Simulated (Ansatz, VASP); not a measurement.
## One calculation of ZnO, two programs

```
Zn O
1.0
     3.28797    0.00000    0.00000
    -1.64398    2.84746    0.00000
     0.00000    0.00000    7.13044
Zn O
2 2
Cartesian
  0.0000 0.0000 5.3478
  0.0000 0.0000 1.7826
  0.0000 1.8983 1.7826
  1.6440 0.9492 5.3478
```

Alike in both runs: task single point; functional PBEsol; k mesh 6 × 6 × 4; no spin polarisation.

```csv
,VASP,Ansatz
version,VASP 6.6.1,Ansatz 0.2.0
potentials or method,"VASP PAW PBE potentials, release 64 (Zn, O)","plane waves, PAW"
plane-wave cutoff (eV),520,420
occupations,"gaussian, width 0.01 eV",fixed
valence electrons in the cell,36,36
```

```csv
,VASP,Ansatz,Ansatz less VASP
gap on the k mesh at the Fermi level (eV),0.75,0.75,0.000
```

VASP's potentials were made for PBE, not for PBEsol.
